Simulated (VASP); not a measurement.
# Ga2SnSe3 (P-4m2) in VASP: a series of runs, part 3 of 3

VASP 6.6.1.

### Step 5. Single point, PBE

This run uses another cell than the first one, of 25.79 Å³/atom, 1.020 times its volume.

The input, INCAR:

```
  PREC = Accurate
  ENCUT = 520
  EDIFF = 1E-7
  ISMEAR = 0
  SIGMA = 0.1
  LREAL = False
  LASPH = True
  NELM = 80
  ALGO = Normal
  ISIF = 2
  LWAVE = False
  LCHARG = False
  GGA = PE
  NBANDS = 38
```

The input, KPOINTS:

```
regular mesh
0
Gamma
  10 10 4
```

The input, POSCAR:

```
Ga2SnSe3
1.0
    3.9662954496      0.0000000000      0.0000000000
    0.0000000000      3.9662954496      0.0000000000
    0.0000000000      0.0000000000      9.8347801706
Ga Sn Se
2 1 3
Direct
    0.0000000000      0.5000000000      0.6163427557
    0.5000000000      0.0000000000      0.3836572443
    0.0000000000      0.0000000000      0.0000000000
    0.0000000000      0.5000000000      0.3485931334
    0.5000000000      0.0000000000      0.6514068666
    0.5000000000      0.5000000000      0.0000000000
```

Potentials or basis: VASP PAW PBE potentials, release 64 (Ga_d, Sn_d, Se).

Command:

```bash
> cat potpaw_PBE.64/Ga_d/POTCAR potpaw_PBE.64/Sn_d/POTCAR potpaw_PBE.64/Se/POTCAR > POTCAR
> mpirun -np 1 vasp_std > vasp.out
```

OUTCAR:

```text
PREC = Accurate
   ENCUT = 520
   EDIFF = 1E-7
   ISMEAR = 0
   LREAL = False
   LASPH = True
   NELM = 80
   ISIF = 2
   GGA = PE

 ion  position               nearest neighbor table
   1  0.000  0.500  0.616-   4 2.63   5 2.83   5 2.83   5 2.83   5 2.83
   2  0.500  0.000  0.384-   5 2.63   4 2.83   4 2.83   4 2.83   4 2.83
   3  0.000  0.000  0.000-   6 2.80   6 2.80   6 2.80   6 2.80
   4  0.000  0.500  0.349-   1 2.63   2 2.83   2 2.83   2 2.83   2 2.83
   5  0.500  0.000  0.651-   2 2.63   1 2.83   1 2.83   1 2.83   1 2.83
   6  0.500  0.500  0.000-   3 2.80   3 2.80   3 2.80   3 2.80

  LATTYP: Found a simple tetragonal cell.
 ALAT       =     3.9662954496
 C/A-ratio  =     2.4795883957

  Lattice vectors:

 A1 = (   3.9662954496,   0.0000000000,   0.0000000000)
 A2 = (   0.0000000000,   3.9662954496,   0.0000000000)
 A3 = (   0.0000000000,   0.0000000000,   9.8347801706)

Analysis of symmetry for initial positions (statically):
=====================================================================
 Subroutine PRICEL returns:
 Original cell was already a primitive cell.

 Routine SETGRP: Setting up the symmetry group for a
 simple tetragonal supercell.

 Subroutine GETGRP returns: Found  8 space group operations
 (whereof  8 operations were pure point group operations)
 out of a pool of 16 trial point group operations.

The static configuration has the point symmetry D_2d.

Analysis of symmetry for dynamics (positions and initial velocities):
=====================================================================
 Subroutine PRICEL returns:
 Original cell was already a primitive cell.

 Routine SETGRP: Setting up the symmetry group for a
 simple tetragonal supercell.

 Subroutine GETGRP returns: Found  8 space group operations
 (whereof  8 operations were pure point group operations)
 out of a pool of 16 trial point group operations.

The dynamic configuration has the point symmetry D_2d.

 Subroutine INISYM returns: Found  8 space group operations
 (whereof  8 operations are pure point group operations),
 and found     1 'primitive' translations

----------------------------------------------------------------------------------------

                                     Primitive cell

  volume of cell :     154.7158

  direct lattice vectors                    reciprocal lattice vectors
     3.966295450  0.000000000  0.000000000     0.252124435  0.000000000  0.000000000
     0.000000000  3.966295450  0.000000000     0.000000000  0.252124435  0.000000000
     0.000000000  0.000000000  9.834780171     0.000000000  0.000000000  0.101679954

  length of vectors
     3.966295450  3.966295450  9.834780171     0.252124435  0.252124435  0.101679954

  position of ions in fractional coordinates (direct lattice)
     0.000000000  0.500000000  0.616342756
     0.500000000  0.000000000  0.383657244
     0.000000000  0.000000000  0.000000000
     0.000000000  0.500000000  0.348593133
     0.500000000  0.000000000  0.651406867
     0.500000000  0.500000000  0.000000000

  ion indices of the primitive-cell ions
   primitive index   ion index
                 1           1
[... 22 lines left out ...]
     0.025212444  0.025212444  0.025419989

  Shift w.r.t. Gamma in fractional coordinates (k-lattice)
     0.000000000  0.000000000  0.000000000

 Subroutine IBZKPT returns following result:
 ===========================================

 Found     63 irreducible k-points:

 Following reciprocal coordinates:
            Coordinates               Weight
  0.000000  0.000000  0.000000      1.000000
  0.100000  0.000000  0.000000      4.000000
  0.200000  0.000000  0.000000      4.000000
  0.300000  0.000000  0.000000      4.000000
  0.400000  0.000000  0.000000      4.000000
  0.500000  0.000000  0.000000      2.000000
[... 16 lines left out ...]
  0.100000  0.000000  0.250000      8.000000
  0.200000  0.000000  0.250000      8.000000
 [... further k-points ...]
   k-points           NKPTS =     63   k-points in BZ     NKDIM =     63   number of bands    NBANDS=     38
   number of dos      NEDOS =    301   number of ions     NIONS =      6
   total plane-waves  NPLWV =  72000
   dimension x,y,z NGX =    30 NGY =   30 NGZ =   80
   dimension x,y,z NGXF=    60 NGYF=   60 NGZF=  160
   ions per type =               2   1   3
   NGX,Y,Z   is equivalent  to a cutoff of  12.57, 12.57, 13.52 a.u.
   NGXF,Y,Z  is equivalent  to a cutoff of  25.15, 25.15, 27.05 a.u.
 SYSTEM =  unknown system
   PREC   = accura    normal or accurate (medium, high low for compatibility)
   ISTART =      0    job   : 0-new  1-cont  2-samecut
   ICHARG =      2    charge: 1-file 2-atom 10-const
   ISPIN  =      1    spin polarized calculation?
   LNONCOLLINEAR =      F non collinear calculations
   LSORBIT =      F    spin-orbit coupling
   LASPH  =      T    aspherical Exc in radial PAW
   ENCUT  =  520.0 eV  38.22 Ry    6.18 a.u.   7.37  7.37 18.29*2*pi/ulx,y,z
   NELM   =     80;   NELMIN=  2; NELMDL= -5     # of ELM steps
   EDIFF  = 0.1E-06   stopping-criterion for ELM
   LREAL  =      F    real-space projection
   EDIFFG = 0.1E-05   stopping-criterion for IOM
   NSW    =      0    number of steps for IOM
   IBRION =     -1    ionic relax: 0-MD 1-quasi-New 2-CG
   NFREE  =      0    steps in history (QN), initial steepest desc. (CG)
   ISIF   =      2    stress and relaxation
   ISYM   =      2    0-nonsym 1-usesym 2-fastsym
   POTIM  = 0.5000    time-step for ionic-motion
   TEBEG  =    0.0;   TEEND  =   0.0 temperature during run
   PSTRESS=    0.0 pullay stress
   NELECT =      58.0000    total number of electrons
   NUPDOWN=      -1.0000    fix difference up-down
   EMIN   =  10.00;   EMAX   =-10.00  energy-range for DOS
   EFERMI =   0.00;   METHOD = LEGACY
   ISMEAR =     0;   SIGMA  =   0.10  broadening in eV -4-tet -1-fermi 0-gaus
   EFERMI_NEDOS =   21; number of points for ismear=-14 and -15
   IALGO  =     38    algorithm
   IMIX   =      4    mixing-type and parameters
     AMIX     =   0.40;   BMIX     =  1.00
     AMIX_MAG =   1.60;   BMIX_MAG =  1.00
  volume/ion in A,a.u.               =      25.79       174.01
  Fermi-wavevector in a.u.,A,eV,Ry     =   1.180427  2.230684 18.958474  1.393409
  Thomas-Fermi vector in A             =   2.316720
   LORBIT       =      0    0 simple, 1 ext, 2 COOP (PROOUT), +10 PAW based schemes
   GGA     = PE    functional components
   LHFCALC =     F    Hartree Fock is set to
   AEXX    =    0.0000 exact exchange contribution
   IVDW    =     0    specifies the selected vdW correction
   LEPSILON=     F    determine dielectric tensor
   LRPA    =     F    only Hartree local field effects (RPA)
 non-spin polarized calculation
 Gauss-broadening in eV      SIGMA  =   0.10
  energy-cutoff  :      520.00
  volume of cell :      154.72
 maximum number of plane-waves:      4205
 NGX is ok and might be reduce to    30
   NGX = 15   NGY = 15   NGZ = 37

 number of electron      57.9999999 magnetization

 Free energy of the ion-electron system (eV)
  ---------------------------------------------------
  ext. energy  EPLUGINS =         0.00000000
  ---------------------------------------------------
  free energy    TOTEN  =       -21.52516649 eV

  energy without entropy =      -21.50578452  energy(sigma->0) =      -21.51547551

 E-fermi :   4.1307     XC(G=0):  -9.4307

 val. band max:        4.1161485403   @ k =   0.2000   0.2000   0.0000
 cond. band min:       4.1407179108   @ k =   0.3000   0.3000   0.0000
 fundamental gap:      0.0245693705
 Fermi energy:         4.1307208187

 k-point     1 :       0.0000    0.0000    0.0000
  band No.  band energies     occupation
      1     -17.7229      2.00000
      2     -17.6445      2.00000
      3     -17.6445      2.00000
      4     -17.5646      2.00000
      5     -17.5541      2.00000
      6     -10.9045      2.00000
[... 973 lines left out ...]
     37       8.9722      0.00000
     38       9.0890      0.00000

 [... further k-points ...]
[... 5 lines left out ...]
  --------------------------------------------------------------------------------------
  -------------------------------------------------------------------------------------
  Total        0.0502191      0.0502191      0.0486658      0.0000000      0.0000000      0.0000000
  in kB        0.5200495      0.5200495      0.5039641      0.0000000      0.0000000      0.0000000
  external PRESSURE =       0.5146877 kB  Pullay stress =       0.0000000 kB

 VOLUME and BASIS-vectors are now :
 -----------------------------------------------------------------------------
  energy-cutoff  :      520.00
  volume of cell :      154.72
      direct lattice vectors                 reciprocal lattice vectors
     3.966295450  0.000000000  0.000000000     0.252124435  0.000000000  0.000000000
     0.000000000  3.966295450  0.000000000     0.000000000  0.252124435  0.000000000
     0.000000000  0.000000000  9.834780171     0.000000000  0.000000000  0.101679954

 POSITION                                       TOTAL-FORCE (eV/Angst)
 -----------------------------------------------------------------------------------
      0.00000      1.98315      6.06160         0.000000     -0.000000      0.009577
      1.98315      0.00000      3.77318         0.000000     -0.000000     -0.009577
      0.00000      0.00000      0.00000         0.000000     -0.000000      0.000000
      0.00000      1.98315      3.42834         0.000000     -0.000000     -0.012039
      1.98315      0.00000      6.40644         0.000000      0.000000      0.012039
      1.98315      1.98315      0.00000        -0.000000      0.000000      0.000000
 -----------------------------------------------------------------------------------
    total drift:                                0.000000      0.000000     -0.000000

  FREE ENERGIE OF THE ION-ELECTRON SYSTEM (eV)
  ---------------------------------------------------
  free  energy   TOTEN  =       -21.5251664947 eV

  energy  without entropy=      -21.5057845213  energy(sigma->0) =      -21.51547551
```

OSZICAR:

```text
N       E                     dE             d eps       ncg     rms          rms(c)
DAV:   1     0.538161170681E+03    0.53816E+03   -0.26452E+04  5086   0.204E+03
DAV:   2     0.648521552334E+02   -0.47331E+03   -0.45820E+03  5116   0.561E+02
DAV:   3    -0.167578494024E+02   -0.81610E+02   -0.78935E+02  5560   0.172E+02
DAV:   4    -0.219294379839E+02   -0.51716E+01   -0.51156E+01  5752   0.448E+01
DAV:   5    -0.221026160331E+02   -0.17318E+00   -0.17273E+00  6478   0.822E+00    0.564E+00
DAV:   6    -0.215532566068E+02    0.54936E+00   -0.10169E+00  6240   0.960E+00    0.331E+00
DAV:   7    -0.215328183934E+02    0.20438E-01   -0.48021E-01  5952   0.282E+00    0.126E+00
DAV:   8    -0.215259986972E+02    0.68197E-02   -0.64971E-02  5482   0.135E+00    0.653E-01
DAV:   9    -0.215252033549E+02    0.79534E-03   -0.17740E-02  6098   0.792E-01    0.134E-01
DAV:  10    -0.215250695111E+02    0.13384E-03   -0.34077E-03  6082   0.494E-01    0.706E-02
DAV:  11    -0.215251397197E+02   -0.70209E-04   -0.34092E-04  6330   0.121E-01    0.271E-02
DAV:  12    -0.215251672896E+02   -0.27570E-04   -0.92284E-05  6618   0.554E-02    0.881E-03
DAV:  13    -0.215251668678E+02    0.42175E-06   -0.54260E-06  5958   0.147E-02    0.434E-03
DAV:  14    -0.215251665892E+02    0.27860E-06   -0.15627E-06  5570   0.576E-03    0.933E-04
DAV:  15    -0.215251664602E+02    0.12901E-06   -0.20374E-07  4636   0.263E-03    0.441E-04
DAV:  16    -0.215251664947E+02   -0.34515E-07   -0.11233E-08  3468   0.722E-04
   1 F= -.21525166E+02 E0= -.21515476E+02  d E =-.193820E-01
```

Wall time 3.3 min (1 thread of Intel Xeon 6975P-C (Granite Rapids), shared host); peak memory 0.5 GiB.

What came out:

```
Free energy            : -21.5252 eV
Pressure               : 0.1 GPa
Largest force          : 0.012 eV/Å
Band gap on the k mesh : zero (band 29 reaches 5.08 eV, above the bottom of band 30 at 2.58 eV)
```

Forces in eV/Å, atoms in the order of the input:
```
Ga   0.000  0.000  0.010
Ga   0.000  0.000 -0.010
Sn   0.000  0.000  0.000
Se   0.000  0.000 -0.012
Se   0.000  0.000  0.012
Se   0.000  0.000  0.000
```

Caveat: spin-orbit coupling is left out, which moves the levels of the heavy elements.

### Step 6. Overview

| task | cell | k mesh | cutoff (eV) | gap on the mesh (eV) | pressure (GPa) | largest force (eV/Å) |
| --- | --- | --- | --- | --- | --- | --- |
| single point | a = 4.098, b = 4.098, c = 9.029 Å, 6 atoms | 4 × 4 × 2 | 520 | none | -3.5 | 1.47 |
| single point | a = 3.946, b = 3.946, c = 9.748 Å, 6 atoms | 4 × 4 × 2 | 520 | none | 0.1 | 0.01 |
| relaxation of cell and atoms | relaxed from a = 4.098, b = 4.098, c = 9.029 Å, 6 atoms | 4 × 4 × 2 | 600 | none | 0.1 | 0.03 |
| single point | a = 3.966, b = 3.966, c = 9.835 Å, 6 atoms | 10 × 10 × 4 | 520 | none | 0.1 | 0.01 |

Alike in all rows: level PBE; potentials or basis VASP PAW PBE potentials, release 64 (Ga_d, Sn_d, Se); no spin polarisation; smearing gaussian 0.1 eV.

Caveats: some runs use coarse meshes; spin-orbit coupling is left out, which moves the levels of the heavy elements; forces of over 1 eV/Å act on the atoms, so gaps and moduli don't describe the material at rest (some runs).

Total energies depend on the potentials used, so only differences within one code and one set of settings carry meaning.
